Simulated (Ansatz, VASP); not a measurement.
**LiF: VASP beside Ansatz**

```
CELL_PARAMETERS angstrom
-1.26584 1.35957 4.78987
1.26584 -1.35957 4.78987
1.26584 1.35957 -4.78987
ATOMIC_POSITIONS crystal
Li 0.43866 0.43866 0.00000
Li 0.18825 0.18825 0.00000
F 0.06134 0.56134 0.50000
F 0.31175 0.81175 0.50000
```

Alike in both runs: task relaxation of cell and atoms; functional PBE; k mesh 10 × 10 × 10; occupations gaussian, width 0.1 eV; no spin polarisation.

```csv
,VASP,Ansatz
version,VASP 6.6.1,Ansatz 0.2.0
potentials or method,"VASP PAW PBE potentials, release 64 (Li_sv, F), cutoff 600 eV","scalar-relativistic, plane waves, PAW"
valence electrons in the cell,20,20
```

|  | VASP | Ansatz | Ansatz less VASP |
| --- | --- | --- | --- |
| gap on the k mesh at the Fermi level, each at its own relaxed structure (eV) | 6.64 | 6.62 | -0.021 |
| relaxed volume (Å³/atom) | 10.72 | 10.89 | +0.165 |
| relaxed cell length with the largest relative difference (Å) | 5.437 | 5.431 | -0.0055 |

Noted on VASP's run: the cutoff is short for stress, so the pressure is rough; the volume moved by over 15 % at a fixed basis, so the end points are rough.
